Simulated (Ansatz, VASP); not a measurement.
# ZnO: VASP beside Ansatz

POSCAR

```
ZnO
1.0
    3.3306336920      0.0000000000      0.0000000000
   -1.6653168460      2.8844133880      0.0000000000
    0.0000000000      0.0000000000      5.3338950000
Zn O
2 2
Direct
    0.3333333333      0.6666666667      0.0000000000
    0.6666666667      0.3333333333      0.5000000000
    0.3333333333      0.6666666667      0.3821000000
    0.6666666667      0.3333333333      0.8821000000
```

INCAR.step1

```
ALGO = Normal ; EDIFF = 1E-4
ENCUT = 520 ; GGA = PE
ISMEAR = 0 ; LASPH = True
LCHARG = False ; LREAL = False
LWAVE = True ; NBANDS = 26
NELM = 60 ; PREC = Accurate
SIGMA = 0.05
```

File INCAR.step2:

```
ALGO = Normal ; EDIFF = 1E-6
ENCUT = 520 ; ISIF = 2
ISMEAR = 0 ; ISTART = 1
LASPH = True ; LCHARG = False
LMIXTAU = True ; LREAL = False
LWAVE = False ; METAGGA = R2SCAN
NBANDS = 26 ; NELM = 60
PREC = Accurate ; SIGMA = 0.05
```

KPOINTS

```
k-points
0
Gamma
  12 12 6
```

Input for Ansatz:

```yaml
crystal:
  lattice:
    - [3.330633692, 0.0, 0.0]
    - [-1.665316846, 2.884413388, 0.0]
    - [0.0, 0.0, 5.333895]
  atoms:
    - { symbol: Zn, position: [0.3333333333, 0.6666666667, 0.0] }
    - { symbol: Zn, position: [0.6666666667, 0.3333333333, 0.5] }
    - { symbol: O, position: [0.3333333333, 0.6666666667, 0.3821] }
    - { symbol: O, position: [0.6666666667, 0.3333333333, 0.8821] }
basis:
  ecutwfc: 500
kpoints:
  mp_grid: { grid: [12, 12, 6] }
hamiltonian:
  xc: r2scan
scf:
  occupations: { method: gaussian, width: 0.05 }
output:
  forces: true
  stress: true
  eigenvalues: true
  write_density: true
  write_potential: true
  elf: true
  volumetric_format: npy
```

Change from the starting cell: strain +0.025 along x and y, +0.025 along z, atoms carried along.

Alike in both runs: task single point; functional r2SCAN; k mesh 12 × 12 × 6; occupations gaussian, width 0.05 eV; no spin polarisation.

```csv
,VASP,Ansatz
version,VASP 6.6.1,Ansatz 0.2.0
potentials or method,"VASP PAW PBE potentials, release 64 (Zn, O), cutoff 520 eV","scalar-relativistic, plane waves, PAW"
valence electrons in the cell,36,36
```

|  | VASP | Ansatz | Ansatz less VASP |
| --- | --- | --- | --- |
| gap on the k mesh at the Fermi level (eV) | 1.11 | 1.12 | +0.006 |
| least direct gap on the mesh (eV) | 1.11 | 1.12 | +0.006 |
| pressure (GPa) | -9.4 | -10.2 | -0.78 |
| traceless stress, the component that is largest in VASP (GPa) | 0.23 | 0.34 | +0.110 |
| rms of the force components (eV/Å) | 0.013 | 0.018 | +0.0045 |

VASP's potentials were made for PBE, not for r2SCAN. Atom by atom the forces differ by 0.005 eV/Å (rms over components).
